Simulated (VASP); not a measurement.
Crystal: GaSe.

```
Ga Se
1.0
     3.76950    0.00000    0.00000
    -1.88475    3.26448    0.00000
     0.00000    0.00000   15.96518
Ga Se
4 4
Cartesian
  0.0000 2.1763 2.7697
  1.8847 1.0882 10.7523
  0.0000 2.1763 5.2129
  1.8847 1.0882 13.1955
  0.0000 2.1763 9.5743
  1.8847 1.0882 1.5917
  0.0000 2.1763 14.3735
  1.8847 1.0882 6.3909
```

- Program: VASP 6.6.1
- Task: relaxation of cell and atoms
- Functional: LDA
- Potentials or basis: VASP PAW LDA potentials, release 64 (Ga_d, Se)
- Cutoff: 500 eV
- k mesh: 9 × 9 × 2
- Occupations: gaussian, width 0.02 eV
- Spin: no spin polarisation

At the start: pressure -2.5 GPa; volume 24.56 Å³/atom.

How do energy, volume and symmetry change on relaxing?

Over 9 steps the energy falls by 8.0 meV/atom and the volume is 23.58 Å³/atom (-4.0 %); space group P6_3/mmc (No. 194, to 0.05 Å).

Step by step:
```
step  energy change (eV)  largest force (eV/Å)  pressure (GPa)  volume (Å³)
   1              0.0000                0.2794           -2.47       196.46
   2             -0.0442                0.2678            1.33       185.90
   3             -0.0614                0.1438           -0.10       189.44
   4             -0.0638                0.0235           -0.02       188.82
   5             -0.0638                0.0236           -0.02       188.82
   6             -0.0642                0.0134           -0.01       188.70
   7             -0.0642                0.0058            0.00       188.62
   8             -0.0642                0.0062            0.00       188.62
   9             -0.0643                0.0044           -0.01       188.62
```

Final structure:
```xyz
8
Lattice="3.7148 0.0000 0.0000 -1.8574 3.2171 0.0000 0.0000 0.0000 15.7833" Properties=species:S:1:pos:R:3 pbc="T T T"
Ga    0.0000    2.1447    2.7426
Ga    1.8574    1.0724   10.6343
Ga    0.0000    2.1447    5.1490
Ga    1.8574    1.0724   13.0407
Se    0.0000    2.1447    9.4685
Se    1.8574    1.0724    1.5768
Se    0.0000    2.1447   14.2065
Se    1.8574    1.0724    6.3148
```
